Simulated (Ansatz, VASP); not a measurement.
## Two plane-wave programs on AlN

```
CELL_PARAMETERS angstrom
0.00000 2.09311 2.09311
2.09311 0.00000 2.09311
2.09311 2.09311 0.00000
ATOMIC_POSITIONS crystal
Al 0.50000 0.50000 0.50000
N 0.00000 0.00000 0.00000
```

Alike in both runs: task single point; functional r2SCAN; k mesh 10 × 10 × 10; occupations gaussian, width 0.02 eV; no spin polarisation.

```csv
,VASP,Ansatz
version,VASP 6.6.1,Ansatz 0.2.0
potentials or method,"VASP PAW PBE potentials, release 64 (Al, N), cutoff 520 eV","scalar-relativistic, plane waves, PAW"
valence electrons in the cell,8,8
```

VASP gave:

```
gap on the k mesh at the Fermi level (eV) : 4.47
least direct gap on the mesh (eV)         : 5.03
pressure (GPa)                            : -24.9
```

Question: Estimate Ansatz's values.

Answer: gap on the k mesh at the Fermi level (eV): 4.47; least direct gap on the mesh (eV): 4.99; pressure (GPa): -24.1.

VASP's potentials were made for PBE, not for r2SCAN. The functional is the same, so the differences come from potentials, cutoffs and numerics.
